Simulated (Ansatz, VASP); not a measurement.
B6As: VASP beside Ansatz

File INCAR:

```
SYSTEM = B6As
PREC     = Accurate       ! precision mode
ENCUT    = 600            ! plane-wave cutoff, eV
EDIFF    = 1E-6           ! SCF threshold, eV
ISMEAR   = 0              ! smearing method
SIGMA    = 0.02           ! smearing width, eV
LREAL    = .False.        ! projectors in reciprocal space
LASPH    = .True.         ! aspherical terms in the spheres
NELM     = 100            ! most SCF steps
ALGO     = Normal         ! electronic algorithm
ISIF     = 3              ! what is computed and relaxed
LWAVE    = .False.        ! write WAVECAR
LCHARG   = .False.        ! write CHGCAR
GGA      = PS             ! functional
IBRION   = 2              ! ionic algorithm
NSW      = 100            ! ionic steps
EDIFFG   = -0.005         ! ionic threshold
```

File KPOINTS:

```
Automatic mesh
0
Gamma
  6 6 6
  0 0 0
```

The input POSCAR:

```
B6As
1.0
    3.0684222178      1.7715543935      3.9649353976
   -3.0684222178      1.7715543935      3.9649353976
    0.0000000000     -3.5431087869      3.9649353976
B As
12 2
Direct
    0.0152897200      0.0152897200      0.3248784800
    0.0152897200      0.3248784800      0.0152897200
    0.8218557000      0.2724864900      0.8218557000
    0.8218557000      0.8218557000      0.2724864900
    0.2724864900      0.8218557000      0.8218557000
    0.7275135100      0.1781443000      0.1781443000
    0.1781443000      0.7275135100      0.1781443000
    0.1781443000      0.1781443000      0.7275135100
    0.9847102800      0.6751215200      0.9847102800
    0.9847102800      0.9847102800      0.6751215200
    0.6751215200      0.9847102800      0.9847102800
    0.3248784800      0.0152897200      0.0152897200
    0.6005523500      0.6005523500      0.6005523500
    0.3994476500      0.3994476500      0.3994476500
```

Input for Ansatz:

```yaml
crystal:
  lattice:
    - [3.0684222178, 1.7715543935, 3.9649353976]
    - [-3.0684222178, 1.7715543935, 3.9649353976]
    - [0.0, -3.5431087869, 3.9649353976]
  atoms:
    - { symbol: B, position: [0.01528972, 0.01528972, 0.32487848] }
    - { symbol: B, position: [0.01528972, 0.32487848, 0.01528972] }
    - { symbol: B, position: [0.8218557, 0.27248649, 0.8218557] }
    - { symbol: B, position: [0.8218557, 0.8218557, 0.27248649] }
    - { symbol: B, position: [0.27248649, 0.8218557, 0.8218557] }
    - { symbol: B, position: [0.72751351, 0.1781443, 0.1781443] }
    - { symbol: B, position: [0.1781443, 0.72751351, 0.1781443] }
    - { symbol: B, position: [0.1781443, 0.1781443, 0.72751351] }
    - { symbol: B, position: [0.98471028, 0.67512152, 0.98471028] }
    - { symbol: B, position: [0.98471028, 0.98471028, 0.67512152] }
    - { symbol: B, position: [0.67512152, 0.98471028, 0.98471028] }
    - { symbol: B, position: [0.32487848, 0.01528972, 0.01528972] }
    - { symbol: As, position: [0.60055235, 0.60055235, 0.60055235] }
    - { symbol: As, position: [0.39944765, 0.39944765, 0.39944765] }
basis:
  ecutwfc: 420
kpoints:
  mp_grid: { grid: [6, 6, 6] }
hamiltonian:
  xc: pbesol
scf:
  occupations: { method: gaussian, width: 0.02 }
output:
  forces: true
  stress: true
  eigenvalues: true
relax:
  adjacent_minimum: "off"
  f_tol: 0.005
  max_steps: 80
  cell: { stress_tol: 0.05 }
```

Alike in both runs: task relaxation of cell and atoms; functional PBEsol; k mesh 6 × 6 × 6; occupations gaussian, width 0.02 eV; no spin polarisation.

|  | VASP | Ansatz |
| --- | --- | --- |
| version | VASP 6.6.1 | Ansatz 0.2.0 |
| potentials or method | VASP PAW PBE potentials, release 64 (B, As), cutoff 600 eV | scalar-relativistic, plane waves, PAW |
| valence electrons in the cell | 46 | 66 |

|  | VASP | Ansatz | Ansatz less VASP |
| --- | --- | --- | --- |
| gap on the k mesh at the Fermi level, each at its own relaxed structure (eV) | 2.62 | 2.62 | -0.002 |
| relaxed volume (Å³/atom) | 9.18 | 9.16 | -0.028 |
| relaxed length of the cell vector where the two differ most in proportion (Å) | 5.304 | 5.299 | -0.0046 |

VASP's potentials were made for PBE, not for PBEsol. VASP's potentials hold 46 valence electrons a cell and Ansatz's 66, so a difference there can come from the potentials and not from the codes.
